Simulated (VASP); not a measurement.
P, 2 atoms in the cell. The structure is trigonal, space group R-3m (No. 166). Conventional cell: a = 3.324 Å, b = 3.324 Å, c = 8.145 Å, α = 90.00°, β = 90.00°, γ = 120.00°. Within 3.1 Å of P (site symmetry 3m) lie 6 P at 2.34 to 2.36 Å. This isn't the form of P at room conditions, which is orthorhombic.

* Program: VASP 6.6.1
* Task: single point
* Functional: PBE
* Dispersion: D3(BJ)
* Potentials or basis: VASP PAW PBE potentials, release 64 (P)
* Cutoff: 520 eV
* k mesh: 16 × 16 × 16
* Occupations: gaussian, width 0.05 eV
* Spin: no spin polarisation
* Dipole correction: no
* Further INCAR settings: ALGO = Normal; EDIFF = 1e-06; NBANDS = 12

Potentials or basis: VASP PAW PBE potentials, release 64 (P).

Launch:

```bash
$ cat potpaw_PBE.64/P/POTCAR > POTCAR
$ mpirun -np 1 vasp_std > vasp.out
```

Hardware: 1 thread of AMD EPYC 9R45 96-Core Processor (Zen 5), on a shared host.

Task: How long does it take, and how much memory?

Result: It took 58 s on 1 thread of AMD EPYC 9R45 96-Core Processor (Zen 5), with other jobs on the host, peak memory 0.2 GiB. Counts: scf iterations 10, k points 417.
